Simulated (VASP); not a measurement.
Runs of VASP 6.6.1 on ZnCu. The structure is that of space group P4/mmm (No. 123), or close to it. The cells are those of the table. 

```csv
cell,gap on the mesh (eV),pressure (GPa)
"a = 3.109, b = 3.109, c = 2.643 Å, 2 atoms",none,-3.3
"a = 3.306, b = 3.306, c = 2.337 Å, 2 atoms",none,4.2
"a = 2.771, b = 2.771, c = 3.326 Å, 2 atoms",none,(a)
"a = 3.199, b = 3.199, c = 2.495 Å, 2 atoms",none,-1.2
```

Alike in all rows: task single point; level PBEsol; potentials or basis VASP PAW PBE potentials, release 64 (Zn, Cu); no spin polarisation; k mesh 18 × 18 × 18; cutoff (eV) 520; smearing gaussian 0.15 eV.

**Question.** Estimate the missing entries.

**Answer.** (a) -4.1.

Caveats: the PAW data sets were made with another functional, which shifts forces and pressure a little.

A gap of «none» marks levels without a gap at the run's occupations.
